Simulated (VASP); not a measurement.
Here is a VASP 6.6.1 calculation.

Contents of INCAR:

```
PREC = Accurate
ENCUT = 500
EDIFF = 1E-6
ISMEAR = 0
SIGMA = 0.2
LREAL = F
LASPH = T
NELM = 200
ALGO = Normal
ISIF = 2
LWAVE = F
LCHARG = T
GGA = PE
LELF = T
LVHAR = T
NBANDS = 38
GGA_COMPAT = F
LMAXMIX = 6
```

File KPOINTS:

```
regular mesh
0
Gamma
  4 4 2
```

File POSCAR:

```
SmTa3Cl2
1.0
    4.6130579282      0.0000000028      0.0000000000
   -2.3065289665      3.9950253535      0.0000000000
    0.0000000000      0.0000000000      7.8379140724
Sm Ta Cl
1 3 2
Direct
    0.0000000000      0.0000000000      0.0000000000
    0.3333333333      0.6666666667      0.5846793012
    0.6666666667      0.3333333333      0.4153206988
    0.0000000000      0.0000000000      0.5000000000
    0.3333333333      0.6666666667      0.1009140410
    0.6666666667      0.3333333333      0.8990859590
```

Potentials or basis: VASP PAW PBE potentials, release 64 (Sm_3, Ta_pv, Cl), 4f in core.

The run is started by

```sh
$ cat potpaw_PBE.64/Sm_3/POTCAR potpaw_PBE.64/Ta_pv/POTCAR potpaw_PBE.64/Cl/POTCAR > POTCAR
$ mpirun -np 1 vasp_std > vasp.out
```

**Question.** What does it give for the pressure?

**Answer.** -0.3 GPa.

**Question.** What does it give for the largest force?

**Answer.** 0.031 eV/Å.

Forces on the atoms (eV/Å):
```
Sm   0.000  0.000  0.000
Ta   0.000  0.000  0.014
Ta   0.000  0.000 -0.014
Ta   0.000  0.000  0.000
Cl   0.000  0.000 -0.031
Cl   0.000  0.000  0.031
```

Caveat: the k points lie up to 0.40 Å⁻¹ apart, too coarse for converged energies and pressures of a metal; spin-orbit coupling is left out, which moves the levels of the heavy elements; the 4f electrons are frozen in the core, so they carry no moment and show no levels; the run has no spin polarisation, though such a crystal can be magnetic. Spin polarisation is off, so any magnetic state and its effect on volume and gap are missing.
